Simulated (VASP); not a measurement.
Runs of VASP 6.6.1 on K. The structure is that of space group I4_1/amd (No. 141), or close to it. The cells are those of the table. 

```csv
task,level,cell,k mesh,smearing,gap on the mesh (eV),pressure (GPa)
single point,PBE,"a = 8.631 Å, angles 150.4, 150.4, 42.4°, 2 atoms",3 × 3 × 5,gaussian 0.1 eV,none,-0.1
single point,PBEsol,"a = 8.631 Å, angles 150.4, 150.4, 42.4°, 2 atoms",6 × 6 × 6,gaussian 0.1 eV,none,(a)
single point,PBE,"a = 8.631 Å, angles 150.4, 150.4, 42.4°, 2 atoms",6 × 6 × 6,gaussian 0.1 eV,none,-0.1
relaxation of the atoms,PBE,"atoms relaxed from a = 8.631 Å, angles 150.4, 150.4, 42.4°, 2 atoms",3 × 3 × 5,gaussian 0.1 eV,none,-0.1
single point,PBE,"a = 8.631 Å, angles 150.4, 150.4, 42.4°, 2 atoms",6 × 6 × 6,methfessel-paxton 0.052 eV,none,-0.1
single point,PBE+D3(BJ),"a = 9.068 Å, angles 150.4, 150.4, 42.4°, 2 atoms",3 × 3 × 3,fermi-dirac 0.037 eV,none,-0.6
```

Alike in all rows: potentials or basis VASP PAW PBE potentials, release 64 (K_sv); no spin polarisation; cutoff (eV) 520.

**Question.** Fill in the values left out.

**Answer.** (a) -0.2.

Caveats: some runs use coarse meshes; the PAW data sets were made with another functional, which shifts forces and pressure a little (at least some runs); the relaxation stopped at its first step, so nothing moved (at least some runs).

A gap of «none» marks levels without a gap at the run's occupations.
